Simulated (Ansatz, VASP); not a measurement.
# One calculation of Cs, two programs

```xyz
1
Lattice="-3.0112 3.0225 3.0112 3.0338 -3.0225 3.0338 3.0112 3.0225 -3.0112" Properties=species:S:1:pos:R:3 pbc="T T T"
Cs    0.0000    0.0000    0.0000
```

Change from the starting cell: strain +0.0075 x Voigt [0, 0, 0, 0, 1, 0], atoms carried along.

Alike in both runs: task single point; functional PBE; k mesh 12 × 12 × 12; occupations gaussian, width 0.15 eV; no spin polarisation.

|  | VASP | Ansatz |
| --- | --- | --- |
| version | VASP 6.6.1 | Ansatz 0.2.0 |
| potentials or method | VASP PAW PBE potentials, release 64 (Cs_sv), cutoff 520 eV | scalar-relativistic, plane waves, PAW |
| valence electrons in the cell | 9 | 9 |

```tsv
	VASP	Ansatz	Ansatz less VASP
gap on the k mesh at the Fermi level (eV)	none	none	-
pressure (GPa)	0.1	0.1	+0.01
```

A gap of «none» marks a metal or a gap that the smearing closes.

Spin-orbit coupling is off throughout.
